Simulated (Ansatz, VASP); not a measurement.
**One calculation of TaVN2, two programs**

```
Ta V N
1.0
     3.02940    0.00000    0.00000
     0.00000    3.02940    0.00000
     0.00000    0.00000    4.26723
Ta V N
1 1 2
Direct
  0.00000 0.00000 0.00000
  0.50000 0.50000 0.50000
  0.50000 0.50000 0.00000
  0.00000 0.00000 0.50000
```

Change from the starting cell: volume scaled by 0.98.

Alike in both runs: task single point; functional PBEsol; k mesh 9 × 9 × 6; occupations fermi-dirac, width 0.05 eV; collinear spin.

|  | VASP | Ansatz |
| --- | --- | --- |
| version | VASP 6.6.1 | Ansatz 0.2.0 |
| potentials or method | VASP PAW PBE potentials, release 64 (Ta_pv, V_sv, N), cutoff 520 eV | all-electron LAPW, scalar-relativistic |

VASP gave:

```
gap on the k mesh at the Fermi level (eV)                     : none
pressure (GPa)                                                : -5.6
traceless stress, the component that is largest in VASP (GPa) : -1.68
net moment per atom (μB)                                      : 0.00
size of the moment on the site where the two differ most (μB) : 0.00
```

Which values does Ansatz return?

gap on the k mesh at the Fermi level (eV): none; pressure (GPa): -5.4; traceless stress, the component that is largest in VASP (GPa): -0.89; net moment per atom (μB): 0.20; size of the moment on the site where the two differ most (μB): 0.75.

The net moments are unlike, so the other rows may belong to different states. VASP's potentials were made for PBE, not for PBEsol. Site moments also hang on the region over which each program counts them. A gap of «none» marks a metal or a gap that the smearing closes. Ansatz ran all-electron here, and VASP with PAW potentials.

Neither program's run includes spin-orbit coupling.
